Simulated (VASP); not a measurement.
Crystal: Hg.

```
Hg
1.0
     4.54000    0.00000    0.00000
    -2.27000    3.93176    0.00000
     0.00000    0.00000    3.87000
Hg
3
Direct
  0.33333 0.66667 0.50000
  0.00000 0.00000 0.00000
  0.66667 0.33333 0.50000
```

Program: VASP 6.6.1. Alike in all runs: task single point; no spin polarisation; cell as given; cutoff (eV) 520; smearing gaussian 0.1 eV.

Question: Order these runs on this cell by their pressure, lowest first.
A. level LDA; potentials or basis VASP PAW LDA potentials, release 64 (Hg); k mesh 6 × 6 × 6
B. level PBE; potentials or basis VASP PAW PBE potentials, release 64 (Hg); k mesh 3 × 3 × 1
C. level PBE; potentials or basis VASP PAW PBE potentials, release 64 (Hg); k mesh 3 × 3 × 2
D. level PBE; potentials or basis VASP PAW PBE potentials, release 64 (Hg); k mesh 6 × 6 × 6

Answer: B (3.0 GPa), A (5.9 GPa), C (10.5 GPa), D (13.8 GPa).

Caveats: some runs use coarse meshes; the cell stands under pressure (at least some runs).
